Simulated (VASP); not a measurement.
Here is a VASP 6.6.1 calculation.

INCAR

```
SYSTEM = NaScSe2
ALGO = Normal
EDIFF = 1E-6
ENCUT = 520
GGA = PE
ISIF = 2
ISMEAR = 0
LASPH = .True.
LCHARG = .True.
LELF = .True.
LREAL = .False.
LVHAR = .True.
LWAVE = .False.
NBANDS = 40
NELM = 60
PREC = Accurate
SIGMA = 0.01
```

File KPOINTS:

```
k-points
0
Gamma
  6 6 2
  0 0 0
```

The input POSCAR:

```
NaScSe2
1.0
    4.0127046099      0.0000000000      0.0000000000
    0.0000000000      4.0127046099      0.0000000000
    0.0000000000      0.0000000000     11.6996061716
Na Se Sc
2 4 2
Direct
    0.5000000000      0.0000000000      0.8880275789
    0.0000000000      0.5000000000      0.1119724211
    0.5000000000      0.0000000000      0.1513099164
    0.0000000000      0.5000000000      0.3944215366
    0.5000000000      0.0000000000      0.6055784634
    0.0000000000      0.5000000000      0.8486900836
    0.5000000000      0.0000000000      0.3611484998
    0.0000000000      0.5000000000      0.6388515002
```

Potentials or basis: VASP PAW PBE potentials, release 64 (Na_pv, Se, Sc_sv).

Launch:

```console
$ cat potpaw_PBE.64/Na_pv/POTCAR potpaw_PBE.64/Se/POTCAR potpaw_PBE.64/Sc_sv/POTCAR > POTCAR
$ mpirun -np 1 vasp_std > vasp.out
```

(1) What does it give for the largest force?

(2) What does it give for the band gap on the k mesh?

(3) What does it give for the pressure?

Answers

(1) 0.030 eV/Å.

(2) 0.20 eV (least direct gap 0.20 eV).

(3) 0.1 GPa.
